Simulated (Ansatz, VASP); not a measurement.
**One calculation of SiC, two programs**

```
CELL_PARAMETERS angstrom
3.09500 0.00000 0.00000
-1.54750 2.68035 0.00000
0.00000 0.00000 15.18661
ATOMIC_POSITIONS crystal
Si 0.00000 0.00000 0.99972
Si 0.00000 0.00000 0.49972
Si 0.33333 0.66667 0.16650
Si 0.66667 0.33333 0.66650
Si 0.66667 0.33333 0.33299
Si 0.33333 0.66667 0.83299
C 0.33333 0.66667 0.04151
C 0.66667 0.33333 0.54151
C 0.66667 0.33333 0.20800
C 0.33333 0.66667 0.70800
C 0.00000 0.00000 0.37437
C 0.00000 0.00000 0.87437
```

Alike in both runs: functional PBE; k mesh 14 × 14 × 3; no spin polarisation.

Ansatz relaxed the structure, and its values are those at the end. VASP's run is a single point on that final structure, the one shown.

```csv
,VASP,Ansatz
version,VASP 6.6.1,Ansatz 0.2.0
potentials or method,"VASP PAW PBE potentials, release 64 (Si, C)","scalar-relativistic, plane waves, PAW"
plane-wave cutoff (eV),600,420
occupations,"gaussian, width 0.01 eV",fixed
valence electrons in the cell,48,48
```

|  | VASP | Ansatz | Ansatz less VASP |
| --- | --- | --- | --- |
| gap on the k mesh at the Fermi level (eV) | 2.03 | 2.03 | +0.001 |
| least direct gap on the mesh (eV) | 3.13 | 3.13 | +0.002 |
| pressure (GPa) | -0.2 | 0.0 | +0.19 |
